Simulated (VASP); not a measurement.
Write the native input for VASP 6.6.1 that does the following.

```
Task                   : single point
Functional             : r2SCAN
Potentials or basis    : VASP PAW PBE potentials, release 64 (Ti_sv, Si)
Cutoff                 : 520 eV
k mesh                 : 18 × 18 × 12
Occupations            : gaussian, width 0.15 eV
Spin                   : no spin polarisation
Dipole correction      : no
Further INCAR settings : ALGO = Normal; EDIFF = 1e-06; NBANDS = 15
```

The system is TiSi.

```
Ti Si
1.0
     1.81618   -2.11762    0.00000
     1.81618    2.11762    0.00000
     0.00000    0.00000    3.80393
Ti Si
1 1
Direct
  0.50000 0.50000 0.00000
  0.00000 0.00000 0.50000
```

The input as run:

POSCAR

```
TiSi
1.0
    1.8161780000     -2.1176240000      0.0000000000
    1.8161780000      2.1176240000      0.0000000000
    0.0000000000      0.0000000000      3.8039340000
Ti Si
1 1
Direct
    0.5000000000      0.5000000000      0.0000000000
    0.0000000000      0.0000000000      0.5000000000
```

INCAR.step1

```
ALGO = Normal
EDIFF = 1E-4
ENCUT = 520
GGA = PE
ISMEAR = 0
LASPH = True
LCHARG = False
LREAL = False
LWAVE = True
NBANDS = 15
NELM = 80
PREC = Accurate
SIGMA = 0.15
```

INCAR.step2

```
ALGO = Normal
EDIFF = 1E-6
ENCUT = 520
ISIF = 2
ISMEAR = 0
ISTART = 1
LASPH = True
LCHARG = False
LMIXTAU = True
LREAL = False
LWAVE = False
METAGGA = R2SCAN
NBANDS = 15
NELM = 80
PREC = Accurate
SIGMA = 0.15
```

KPOINTS

```
k-points
0
Gamma
  18 18 12
```

Potentials or basis: VASP PAW PBE potentials, release 64 (Ti_sv, Si).

Run with:

```sh
$ cat potpaw_PBE.64/Ti_sv/POTCAR potpaw_PBE.64/Si/POTCAR > POTCAR
$ cp INCAR.step1 INCAR
$ mpirun -np 1 vasp_std > vasp.out
$ cp INCAR.step2 INCAR
$ mpirun -np 1 vasp_std > vasp.out
```

It gave:

The pressure is -1.5 GPa. The band gap on the k mesh is zero (bands 8 and 9 overlap by 1.75 eV).

Caveat: the PAW data sets were made with another functional, which shifts forces and pressure a little.

It took 14 min on 1 thread of AMD EPYC 9R45 96-Core Processor (Zen 5), with other jobs on the host, peak memory 0.35 GiB.
